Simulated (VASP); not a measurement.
# WC (Imm2) in VASP: single point with r2SCAN

Aim: the single point of WC with r2SCAN.

Program: VASP 6.6.1. These are calculated values, not measurements. Logs are shortened: lines on timing, memory, paths and dates and some standing lists are left out, and cuts for length are marked.

## Step 1: The cell of the first run

It takes space group Imm2 (No. 44, orthorhombic). The conventional cell has a = 3.101 Å, b = 4.385 Å, c = 3.101 Å, α = 90.00°, β = 90.00°, γ = 90.00°. Within 2.8 Å of W (site symmetry mm2) lie 6 C at 2.14 to 2.25 Å. Within 2.8 Å of C (site symmetry mm2) lie 6 W at 2.14 to 2.25 Å.

## Step 2: Single point, r2SCAN

File POSCAR:

```
WC
1.0
    0.0000000000      2.1926840000      2.1926840000
    2.1926840000      0.0000000000      2.1926840000
    2.1926840000      2.1926840000      0.0000000000
W C
1 1
Direct
   -0.0241863436      0.0000000000      0.0000000000
    0.5000000000      0.5000000000      0.5000000000
```

File INCAR.step1:

```
SYSTEM = WC
PREC = Accurate
ENCUT = 520
ISMEAR = 0
SIGMA = 0.15
LREAL = .False.
LASPH = .True.
NELM = 80
NBANDS = 16
GGA = PE
ALGO = Normal
EDIFF = 1E-4
LWAVE = .True.
LCHARG = .False.
```

File INCAR.step2:

```
SYSTEM = WC
PREC = Accurate
ENCUT = 520
EDIFF = 1E-6
ISMEAR = 0
SIGMA = 0.15
LREAL = .False.
LASPH = .True.
NELM = 80
ALGO = Normal
ISIF = 2
LWAVE = .False.
LCHARG = .False.
METAGGA = R2SCAN
LMIXTAU = .True.
NBANDS = 16
ISTART = 1
```

File KPOINTS:

```
regular mesh
0
Gamma
  18 18 18
  0 0 0
```

Potentials or basis: VASP PAW PBE potentials, release 64 (W_sv, C).

Launch:

```bash
> cat potpaw_PBE.64/W_sv/POTCAR potpaw_PBE.64/C/POTCAR > POTCAR
> cp INCAR.step1 INCAR
> mpirun -np 1 vasp_std > vasp.out
> cp INCAR.step2 INCAR
> mpirun -np 1 vasp_std > vasp.out
```

OUTCAR:

```text
SYSTEM = WC
   PREC = Accurate
   ENCUT = 520
   EDIFF = 1E-6
   ISMEAR = 0
   LREAL = .False.
   LASPH = .True.
   NELM = 80
   ISIF = 2
   METAGGA = R2SCAN
   ISTART = 1

 ion  position               nearest neighbor table
   1  0.976  0.000  0.000-   2 2.14   2 2.14   2 2.19   2 2.19   2 2.25   2 2.25
   2  0.500  0.500  0.500-   1 2.14   1 2.14   1 2.19   1 2.19   1 2.25   1 2.25

  LATTYP: Found a face centered cubic cell.
 ALAT       =     4.3853680000

  Lattice vectors:

 A1 = (   0.0000000000,   2.1926840000,   2.1926840000)
 A2 = (   2.1926840000,   0.0000000000,   2.1926840000)
 A3 = (   2.1926840000,   2.1926840000,   0.0000000000)

Analysis of symmetry for initial positions (statically):
=====================================================================
 Subroutine PRICEL returns:
 Original cell was already a primitive cell.

 Routine SETGRP: Setting up the symmetry group for a
 face centered cubic supercell.

 Subroutine GETGRP returns: Found  4 space group operations
 (whereof  4 operations were pure point group operations)
 out of a pool of 48 trial point group operations.

The static configuration has the point symmetry C_2v.

Analysis of symmetry for dynamics (positions and initial velocities):
=====================================================================
 Subroutine PRICEL returns:
 Original cell was already a primitive cell.

 Routine SETGRP: Setting up the symmetry group for a
 face centered cubic supercell.

 Subroutine GETGRP returns: Found  4 space group operations
 (whereof  4 operations were pure point group operations)
 out of a pool of 48 trial point group operations.

The dynamic configuration has the point symmetry C_2v.

 Subroutine INISYM returns: Found  4 space group operations
 (whereof  4 operations are pure point group operations),
 and found     1 'primitive' translations

----------------------------------------------------------------------------------------

                                     Primitive cell

  volume of cell :      21.0842

  direct lattice vectors                    reciprocal lattice vectors
     0.000000000  2.192684000  2.192684000    -0.228031034  0.228031034  0.228031034
     2.192684000  0.000000000  2.192684000     0.228031034 -0.228031034  0.228031034
     2.192684000  2.192684000  0.000000000     0.228031034  0.228031034 -0.228031034

  length of vectors
     3.100923451  3.100923451  3.100923451     0.394961337  0.394961337  0.394961337

[... 80 lines left out ...]
   EDIFF  = 0.1E-05   stopping-criterion for ELM
   LREAL  =      F    real-space projection
   EDIFFG = 0.1E-04   stopping-criterion for IOM
   NSW    =      0    number of steps for IOM
   IBRION =     -1    ionic relax: 0-MD 1-quasi-New 2-CG
   NFREE  =      0    steps in history (QN), initial steepest desc. (CG)
   ISIF   =      2    stress and relaxation
   ISYM   =      2    0-nonsym 1-usesym 2-fastsym
   POTIM  = 0.5000    time-step for ionic-motion
   TEBEG  =    0.0;   TEEND  =   0.0 temperature during run
   PSTRESS=    0.0 pullay stress
   NELECT =      18.0000    total number of electrons
   NUPDOWN=      -1.0000    fix difference up-down
   EMIN   =  10.00;   EMAX   =-10.00  energy-range for DOS
   EFERMI =   0.00;   METHOD = LEGACY
   ISMEAR =     0;   SIGMA  =   0.15  broadening in eV -4-tet -1-fermi 0-gaus
   EFERMI_NEDOS =   21; number of points for ismear=-14 and -15
   IALGO  =     38    algorithm
   IMIX   =      4    mixing-type and parameters
     AMIX     =   0.40;   BMIX     =  1.00
     AMIX_MAG =   1.60;   BMIX_MAG =  1.00
  volume/ion in A,a.u.               =      10.54        71.14
  Fermi-wavevector in a.u.,A,eV,Ry     =   1.553029  2.934800 32.815887  2.411900
  Thomas-Fermi vector in A             =   2.657319
   LORBIT       =      0    0 simple, 1 ext, 2 COOP (PROOUT), +10 PAW based schemes
   METAGGA = R2SCAN    functional components
   LHFCALC =     F    Hartree Fock is set to
   AEXX    =    0.0000 exact exchange contribution
   IVDW    =     0    specifies the selected vdW correction
   LEPSILON=     F    determine dielectric tensor
   LRPA    =     F    only Hartree local field effects (RPA)
 non-spin polarized calculation
 Gauss-broadening in eV      SIGMA  =   0.15
  energy-cutoff  :      520.00
  volume of cell :       21.08
 maximum number of plane-waves:       588
   NGX = 11   NGY = 11   NGZ = 11

 number of electron      18.0000001 magnetization

 Free energy of the ion-electron system (eV)
  ---------------------------------------------------
  ext. energy  EPLUGINS =         0.00000000
  ---------------------------------------------------
  free energy    TOTEN  =       -60.61421444 eV

  energy without entropy =      -60.60582263  energy(sigma->0) =      -60.61001853

 E-fermi :  12.3843     XC(G=0): -14.8480

 val. band max:       12.3841183575   @ k =   0.0000  -0.2778   0.2778
 cond. band min:      12.3855381288   @ k =   0.0000   0.2222   0.0556
 fundamental gap:      0.0014197713
 Fermi energy:        12.3843195222

 k-point     1 :       0.0000    0.0000    0.0000
  band No.  band energies     occupation
      1     -65.0506      2.00000
      2     -28.3895      2.00000
      3     -28.3885      2.00000
      4     -28.3862      2.00000
      5      -4.3018      2.00000
      6       9.3878      2.00000
[... 433 lines left out ...]
      3     -28.4028      2.00000
      4     -28.3973      2.00000
      5      -3.9794      2.00000
      6       8.2876      2.00000
[... 8 lines left out ...]
     15      23.7038      0.00000
     16      33.6526      0.00000

 [... further k-points ...]

------------------------ aborting loop because EDIFF is reached ----------------------------------------

  FORCE on cell =-STRESS in cart. coord.  units (eV):
  Direction    XX          YY          ZZ          XY          YZ          ZX
  --------------------------------------------------------------------------------------
  -------------------------------------------------------------------------------------
  Total       -0.4949242     -0.2961215     -0.2961215      0.0000000      0.0010130      0.0000000
  in kB      -37.6089417    -22.5020618    -22.5020618      0.0000000      0.0769757      0.0000000
  external PRESSURE =     -27.5376885 kB  Pullay stress =       0.0000000 kB

 VOLUME and BASIS-vectors are now :
 -----------------------------------------------------------------------------
  energy-cutoff  :      520.00
  volume of cell :       21.08
      direct lattice vectors                 reciprocal lattice vectors
     0.000000000  2.192684000  2.192684000    -0.228031034  0.228031034  0.228031034
     2.192684000  0.000000000  2.192684000     0.228031034 -0.228031034  0.228031034
     2.192684000  2.192684000  0.000000000     0.228031034  0.228031034 -0.228031034

 POSITION                                       TOTAL-FORCE (eV/Angst)
 -----------------------------------------------------------------------------------
      0.00000      2.13965      2.13965        -0.000000      0.305985      0.305985
      2.19268      2.19268      2.19268         0.000000     -0.305985     -0.305985
 -----------------------------------------------------------------------------------
    total drift:                                0.000000      0.000121      0.000121

  FREE ENERGIE OF THE ION-ELECTRON SYSTEM (eV)
  ---------------------------------------------------
  free  energy   TOTEN  =       -60.6142144378 eV

  energy  without entropy=      -60.6058226260  energy(sigma->0) =      -60.61001853
```

Wall time 26 min (1 thread of Oxide Virtual Turin-like, shared host); peak memory 0.35 GiB.

What came out:

* Free energy: -60.6142 eV
* Pressure: -2.8 GPa
* Largest force: 0.433 eV/Å
* Band gap on the k mesh: zero (bands 9 and 10 overlap by 3.26 eV)

Forces in eV/Å, atoms in the order of the input:
```
W    0.000  0.306  0.306
C    0.000 -0.306 -0.306
```

Caveat: the cell differs from its parent crystal (all W atoms moved +0.075 Å, as atom 1 towards its neighbour atom 1 (W) at 3.101 Å); the PAW data sets were made with another functional, which shifts forces and pressure a little; spin-orbit coupling is left out, which moves the levels of the heavy elements.
